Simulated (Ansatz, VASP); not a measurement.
## InAs: VASP beside Ansatz

```
CELL_PARAMETERS angstrom
0.00000 3.05423 3.05423
3.05423 0.00000 3.05423
3.05423 3.05423 0.00000
ATOMIC_POSITIONS crystal
In 0.00000 0.00000 0.00000
As 0.25000 0.25000 0.25000
```

Alike in both runs: task single point; functional r2SCAN; k mesh 10 × 10 × 10; occupations gaussian, width 0.01 eV; no spin polarisation.

```csv
,VASP,Ansatz
version,VASP 6.6.1,Ansatz 0.2.0
potentials or method,"VASP PAW PBE potentials, release 64 (In_d, As), cutoff 520 eV","scalar-relativistic, plane waves, PAW"
valence electrons in the cell,18,28
```

```tsv
	VASP	Ansatz	Ansatz less VASP
gap on the k mesh at the Fermi level (eV)	0.08	0.08	+0.002
least direct gap on the mesh (eV)	0.08	0.08	+0.002
```

VASP's potentials were made for PBE, not for r2SCAN. With one functional, cell and mesh, what is left measures potentials, basis and numerics. VASP's potentials hold 18 valence electrons a cell and Ansatz's 28, so a difference there can come from the potentials and not from the codes.
